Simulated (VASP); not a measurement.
**Ba: single point with r2SCAN**

Crystal: Ba.

```xyz
2
Lattice="0.0000 3.6881 3.6881 3.6881 0.0000 3.6881 3.6881 3.6881 0.0000" Properties=species:S:1:pos:R:3 pbc="T T T"
Ba    0.9220    0.9220    0.9220
Ba    6.4542    6.4542    6.4542
```

This isn't the form of Ba at room conditions, which is bcc.

* Program: VASP 6.6.1
* Task: single point
* Functional: r2SCAN
* Potentials or basis: VASP PAW PBE potentials, release 64 (Ba_sv)
* Cutoff: 520 eV
* k mesh: 8 × 8 × 8
* Occupations: fermi-dirac, width 0.1 eV
* Spin: no spin polarisation
* Dipole correction: no
* Further INCAR settings: ALGO = Normal; EDIFF = 1e-06; NBANDS = 17

* Pressure: 2.1 GPa
* Band gap on the k mesh: zero (bands 10 and 11 overlap by 0.20 eV)

Levels at points of the mesh, in eV from the Fermi level:
| k point | band 7 | band 8 | band 9 | band 10 | band 11 | band 12 | band 13 | band 14 |
| --- | --- | --- | --- | --- | --- | --- | --- | --- |
| (0.00, 0.00, 0.00) | -14.22 | -14.22 | -2.16 | 0.19 | 0.19 | 1.62 | 1.62 | 1.62 |
| (0.50, 0.00, 0.00) | -13.95 | -13.95 | -0.35 | 0.11 | 0.27 | 0.27 | 1.22 | 1.22 |
| (0.50, 0.50, 0.00) | -13.67 | -13.67 | -0.92 | -0.92 | 1.24 | 1.24 | 2.61 | 2.61 |

Wall time 4.2 min on 1 thread of Intel(R) Xeon(R) Platinum 8259CL CPU @ 2.50GHz (Skylake/Cascade Lake) (shared host), peak memory 0.27 GiB.

Caveat: the PAW data sets were made with another functional, which shifts forces and pressure a little; spin-orbit coupling is left out, which moves the levels of the heavy elements.
